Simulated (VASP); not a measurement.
# AgCl (P6_3mc) in VASP: notebook, part 2 of 2

VASP 6.6.1.

**3. Single point, PBE (volume changed by +6%)**

INCAR

```
SYSTEM = AgCl
ALGO = Normal
EDIFF = 1E-7
ENCUT = 520
GGA = PE
ISIF = 2
ISMEAR = 0
LASPH = .TRUE.
LCHARG = .TRUE.
LELF = .TRUE.
LREAL = .FALSE.
LVHAR = .TRUE.
LWAVE = .FALSE.
NBANDS = 26
NELM = 60
PREC = Accurate
SIGMA = 0.01
```

KPOINTS

```
k-points
0
G
  6 6 4
  0 0 0
```

POSCAR

```
AgCl
1.0
    4.3873210966      0.0000000000      0.0000000000
   -2.1936605483      3.7995315242      0.0000000000
    0.0000000000      0.0000000000      7.0746027631
Ag Cl
2 2
Direct
    0.3333333333      0.6666666667     -0.0023845080
    0.6666666667      0.3333333333      0.4976154920
    0.3333333333      0.6666666667      0.3773845080
    0.6666666667      0.3333333333      0.8773845080
```

Potentials or basis: VASP PAW PBE potentials, release 64 (Ag, Cl).

The run is started by

```sh
$ cat potpaw_PBE.64/Ag/POTCAR potpaw_PBE.64/Cl/POTCAR > POTCAR
$ mpirun -np 1 vasp_std > vasp.out
```

OUTCAR:

```text
SYSTEM = AgCl
   EDIFF = 1E-7
   ENCUT = 520
   GGA = PE
   ISIF = 2
   ISMEAR = 0
   LASPH = .TRUE.
   LREAL = .FALSE.
   NELM = 60
   PREC = Accurate

 ion  position               nearest neighbor table
   1  0.333  0.667  0.998-   4 2.67   4 2.67   4 2.67   3 2.69
   2  0.667  0.333  0.498-   3 2.67   3 2.67   3 2.67   4 2.69
   3  0.333  0.667  0.377-   2 2.67   2 2.67   2 2.67   1 2.69
   4  0.667  0.333  0.877-   1 2.67   1 2.67   1 2.67   2 2.69

  LATTYP: Found a hexagonal cell.
 ALAT       =     4.3873210966
 C/A-ratio  =     1.6125108255

  Lattice vectors:

 A1 = (   4.3873210966,   0.0000000000,   0.0000000000)
 A2 = (  -2.1936605483,   3.7995315242,   0.0000000000)
 A3 = (   0.0000000000,   0.0000000000,   7.0746027631)

Analysis of symmetry for initial positions (statically):
=====================================================================
 Subroutine PRICEL returns:
[... 168 lines left out ...]
  ext. energy  EPLUGINS =         0.00000000
  ---------------------------------------------------
  free energy    TOTEN  =       -10.87744424 eV

  energy without entropy =      -10.87744424  energy(sigma->0) =      -10.87744424

 E-fermi :   0.9241     XC(G=0):  -8.0939

 val. band max:        0.8590880763   @ k =   0.0000   0.0000   0.0000
 cond. band min:       2.2316667635   @ k =   0.0000   0.0000   0.0000
 fundamental gap:      1.3725786872
 Fermi energy:         0.9240877521

 k-point     1 :       0.0000    0.0000    0.0000
  band No.  band energies     occupation
      1     -13.5175      2.00000
      2     -13.3764      2.00000
      3      -2.7133      2.00000
      4      -2.7035      2.00000
      5      -2.7035      2.00000
      6      -2.6424      2.00000
[... 598 lines left out ...]
     25      11.0042      0.00000
     26      11.0048      0.00000

------------------------ aborting loop because EDIFF is reached ----------------------------------------

  FORCE on cell =-STRESS in cart. coord.  units (eV):
  Direction    XX          YY          ZZ          XY          YZ          ZX
  --------------------------------------------------------------------------------------
  -------------------------------------------------------------------------------------
  Total       -1.1850652     -1.1850652     -1.1524169      0.0000000      0.0000000     -0.0000000
  in kB      -16.0998298    -16.0998298    -15.6562832      0.0000000      0.0000000     -0.0000000
  external PRESSURE =     -15.9519809 kB  Pullay stress =       0.0000000 kB

 VOLUME and BASIS-vectors are now :
 -----------------------------------------------------------------------------
  energy-cutoff  :      520.00
  volume of cell :      117.93
      direct lattice vectors                 reciprocal lattice vectors
     4.387321097  0.000000000  0.000000000     0.227929522  0.131595171  0.000000000
    -2.193660548  3.799531524  0.000000000     0.000000000  0.263190342  0.000000000
     0.000000000  0.000000000  7.074602763     0.000000000  0.000000000  0.141350693

 POSITION                                       TOTAL-FORCE (eV/Angst)
 -----------------------------------------------------------------------------------
     -0.00000      2.53302      7.05773         0.000000     -0.000000      0.000574
      2.19366      1.26651      3.52043         0.000000     -0.000000      0.000574
     -0.00000      2.53302      2.66985        -0.000000     -0.000000     -0.000574
      2.19366      1.26651      6.20715         0.000000      0.000000     -0.000574
 -----------------------------------------------------------------------------------
    total drift:                               -0.000000      0.000000      0.001439

  FREE ENERGIE OF THE ION-ELECTRON SYSTEM (eV)
  ---------------------------------------------------
  free  energy   TOTEN  =       -10.8774442378 eV

  energy  without entropy=      -10.8774442378  energy(sigma->0) =      -10.87744424
```

OSZICAR:

```text
N       E                     dE             d eps       ncg     rms          rms(c)
DAV:   1     0.228122448978E+03    0.22812E+03   -0.16945E+04  1092   0.123E+03
DAV:   2     0.338881117311E+01   -0.22473E+03   -0.21435E+03  1238   0.260E+02
DAV:   3    -0.110989338032E+02   -0.14488E+02   -0.14380E+02  1304   0.661E+01
DAV:   4    -0.112904158930E+02   -0.19148E+00   -0.19132E+00  1238   0.833E+00
DAV:   5    -0.112937602438E+02   -0.33444E-02   -0.33442E-02  1262   0.113E+00    0.637E+00
DAV:   6    -0.108808666135E+02    0.41289E+00   -0.75232E-01  1260   0.807E+00    0.450E+00
DAV:   7    -0.108777188095E+02    0.31478E-02   -0.30179E-01  1134   0.299E+00    0.223E+00
DAV:   8    -0.108765036808E+02    0.12151E-02   -0.16370E-02  1170   0.986E-01    0.314E-01
DAV:   9    -0.108769655817E+02   -0.46190E-03   -0.25231E-03  1184   0.506E-01    0.724E-02
DAV:  10    -0.108772737135E+02   -0.30813E-03   -0.42399E-04  1140   0.103E-01    0.458E-02
DAV:  11    -0.108774405505E+02   -0.16684E-03   -0.14197E-04  1120   0.851E-02    0.147E-02
DAV:  12    -0.108774416387E+02   -0.10881E-05   -0.98297E-06  1310   0.385E-02    0.559E-03
DAV:  13    -0.108774442776E+02   -0.26389E-05   -0.50878E-06  1128   0.140E-02    0.322E-03
DAV:  14    -0.108774441654E+02    0.11220E-06   -0.34504E-07  1300   0.447E-03    0.536E-04
DAV:  15    -0.108774442378E+02   -0.72367E-07   -0.54650E-08   778   0.234E-03
   1 F= -.10877444E+02 E0= -.10877444E+02  d E =-.351006E-22
```

Run time: 34 s. Hardware: 1 thread of Intel Xeon 6975P-C (Granite Rapids), shared host; peak memory 0.26 GiB.

What came out:

- Free energy: -10.8774 eV
- Pressure: -1.6 GPa
- Band gap on the k mesh: 1.37 eV, direct

Levels at points of the mesh, in eV from the valence-band top:
| k point | band 14 | band 15 | band 16 | band 17 | band 18 | band 19 | band 20 | band 21 | band 22 | band 23 |
| --- | --- | --- | --- | --- | --- | --- | --- | --- | --- | --- |
| (0.00, 0.00, 0.00) | -0.47 | -0.47 | -0.10 | 0.00 | 0.00 | 1.37 | 3.57 | 6.67 | 8.06 | 8.06 |
| (0.50, 0.00, 0.00) | -1.63 | -1.31 | -1.18 | -0.56 | -0.51 | 3.89 | 5.03 | 5.91 | 6.15 | 7.95 |
| (0.00, 0.00, 0.50) | -0.95 | -0.24 | -0.24 | -0.24 | -0.24 | 2.72 | 2.72 | 6.88 | 6.88 | 8.26 |
| (0.50, 0.00, 0.50) | -1.67 | -0.82 | -0.82 | -0.79 | -0.79 | 4.32 | 4.32 | 6.03 | 6.03 | 7.96 |

 A k mesh can miss the band edges.
